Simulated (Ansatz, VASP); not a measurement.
# Two plane-wave programs on CdTe

File INCAR:

```
  PREC = Accurate
  ENCUT = 520
  EDIFF = 1E-6
  ISMEAR = 0
  SIGMA = 0.05
  LREAL = F
  LASPH = T
  NELM = 80
  ALGO = Normal
  ISIF = 2
  LWAVE = F
  LCHARG = F
  NBANDS = 16
```

Contents of KPOINTS:

```
regular mesh
0
Gamma
  8 8 8
```

Contents of POSCAR:

```
CdTe
1.0
    0.0000000000      3.0378506892      3.2919925111
    3.2919925111      0.0000000000      3.2919925111
    3.2919925111      3.0378506892      0.0000000000
Cd Te
1 1
Direct
    0.0000000000      0.0000000000      0.0000000000
    0.7500000000      0.7500000000      0.7500000000
```

Input for Ansatz:

```yaml
crystal:
  lattice:
    - [0.0, 3.0378506892, 3.2919925111]
    - [3.2919925111, 0.0, 3.2919925111]
    - [3.2919925111, 3.0378506892, 0.0]
  atoms:
    - { symbol: Cd, position: [0.0, 0.0, 0.0] }
    - { symbol: Te, position: [0.75, 0.75, 0.75] }
basis:
  ecutwfc: 420
kpoints:
  mp_grid: { grid: [8, 8, 8] }
hamiltonian:
  xc: lda
  pseudopotentials: { kind: paw }
scf:
  occupations: { method: gaussian, width: 0.05 }
output:
  forces: true
  stress: true
  eigenvalues: true
  write_density: true
  write_potential: true
  elf: true
  volumetric_format: npy
```

Alike in both runs: task single point; functional LDA; k mesh 8 × 8 × 8; occupations gaussian, width 0.05 eV; no spin polarisation.

|  | VASP | Ansatz |
| --- | --- | --- |
| version | VASP 6.6.1 | Ansatz 0.2.0 |
| potentials or method | VASP PAW LDA potentials, release 64 (Cd, Te), cutoff 520 eV | scalar-relativistic, plane waves, PAW |
| valence electrons in the cell | 18 | 36 |

|  | VASP | Ansatz | Ansatz less VASP |
| --- | --- | --- | --- |
| gap on the k mesh at the Fermi level (eV) | 0.48 | 0.44 | -0.042 |
| least direct gap on the mesh (eV) | 0.48 | 0.44 | -0.042 |
| pressure (GPa) | 0.1 | -0.2 | -0.27 |
| traceless stress, the component that is largest in VASP (GPa) | 0.83 | 0.84 | +0.014 |

LDA's correlation is that of Perdew and Zunger in VASP and of Perdew and Wang (1992) in Ansatz. VASP's potentials hold 18 valence electrons a cell and Ansatz's 36, so a difference there can come from the potentials and not from the codes.

Spin-orbit coupling is off throughout.
